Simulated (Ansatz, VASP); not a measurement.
## KF: VASP beside Ansatz

INCAR

```
PREC = Accurate
ENCUT = 520
EDIFF = 1E-6
ISMEAR = -1
SIGMA = 0.08
LREAL = F
LASPH = T
NELM = 80
ALGO = Normal
ISIF = 2
LWAVE = F
LCHARG = F
GGA = PE
NBANDS = 15
```

KPOINTS

```
regular mesh
0
Gamma
  16 16 16
```

POSCAR

```
KF
1.0
    0.0000000000      2.7098876288      2.7098876288
    2.7098876288      0.0000000000      2.7098876288
    2.7098876288      2.7098876288      0.0000000000
K F
1 1
Direct
    0.0221411395      0.0221411395     -0.0221411395
    0.5000000000      0.5000000000      0.5000000000
```

Input for Ansatz:

```yaml
crystal:
  lattice:
    - [0.0, 2.7098876288, 2.7098876288]
    - [2.7098876288, 0.0, 2.7098876288]
    - [2.7098876288, 2.7098876288, 0.0]
  atoms:
    - { symbol: K, position: [0.0221411395, 0.0221411395, -0.0221411395] }
    - { symbol: F, position: [0.5, 0.5, 0.5] }
kpoints:
  mp_grid: { grid: [16, 16, 16] }
scf:
  occupations: { method: fermi_dirac, width: 0.08 }
hamiltonian:
  xc: pbe
  pseudopotentials: { kind: all_electron, lapw: { basis_error: 0.001 } }
output:
  forces: true
  stress: true
  eigenvalues: true
```

Alike in both runs: task single point; functional PBE; k mesh 16 × 16 × 16; occupations fermi-dirac, width 0.08 eV; no spin polarisation.

|  | VASP | Ansatz |
| --- | --- | --- |
| version | VASP 6.6.1 | Ansatz 0.2.0 |
| potentials or method | VASP PAW PBE potentials, release 64 (K_sv, F), cutoff 520 eV | all-electron LAPW, scalar-relativistic |

|  | VASP | Ansatz | Ansatz less VASP |
| --- | --- | --- | --- |
| gap on the k mesh at the Fermi level (eV) | 5.95 | 5.96 | +0.011 |
| pressure (GPa) | 0.2 | 0.2 | -0.01 |
| traceless stress, the component that is largest in VASP (GPa) | 0.43 | 0.41 | -0.014 |
| rms of the force components (eV/Å) | 0.099 | 0.095 | -0.0040 |

Atom by atom the forces differ by 0.004 eV/Å (rms over components). Ansatz ran all-electron here, and VASP with PAW potentials.
